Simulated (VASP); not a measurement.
# Hf3N2: single point with PBEsol

The system is Hf3N2.

```
CELL_PARAMETERS angstrom
1.59943 0.92343 7.75484
-1.59943 0.92343 7.75484
0.00000 -1.84686 7.75484
ATOMIC_POSITIONS crystal
Hf 0.77942 0.77942 0.77942
Hf 0.22058 0.22058 0.22058
Hf 0.00000 0.00000 0.00000
N 0.61192 0.61192 0.61192
N 0.38808 0.38808 0.38808
```

```
Program             : VASP 6.6.1
Task                : single point
Functional          : PBEsol
Potentials or basis : VASP PAW PBE potentials, release 64 (Hf_pv, N)
Cutoff              : 520 eV
k mesh              : 6 × 6 × 6
Occupations         : gaussian, width 0.1 eV
Spin                : no spin polarisation
```

| Property | Result |
| --- | --- |
| Pressure | -3.7 GPa |
| Largest force | 0.342 eV/Å |
| Band gap on the k mesh | zero (band 20 reaches 7.25 eV, above the bottom of band 21 at 6.16 eV) |

Forces on the atoms (eV/Å):
```
Hf   0.000  0.000 -0.342
Hf   0.000  0.000  0.342
Hf   0.000  0.000  0.000
N    0.000  0.000 -0.229
N    0.000  0.000  0.229
```

Stress tensor (GPa, compression positive):
```
-3.53  0.00  0.00
 0.00 -3.53  0.00
 0.00  0.00 -4.14
```

Levels at points of the mesh, in eV from the Fermi level:
```csv
k point,band 18,band 19,band 20,band 21,band 22,band 23
"(0.00, 0.00, 0.00)",-3.08,0.20,0.54,0.80,0.80,1.83
"(0.50, 0.00, 0.00)",-2.42,-1.03,-0.52,-0.40,2.76,3.25
"(0.50, 0.50, 0.00)",-2.99,-0.91,-0.26,0.50,1.83,3.18
"(0.50, 0.50, 0.50)",-1.70,-1.03,0.48,0.48,1.46,1.48
```

Wall time 3.7 min on 1 thread of AMD EPYC 7R13 Processor (Zen 3), with other jobs on the host, peak memory 0.43 GiB.

Caveat: the k points lie up to 0.38 Å⁻¹ apart; the PAW data sets were made with another functional, which shifts forces and pressure a little; spin-orbit coupling is left out, which moves the levels of the heavy elements.
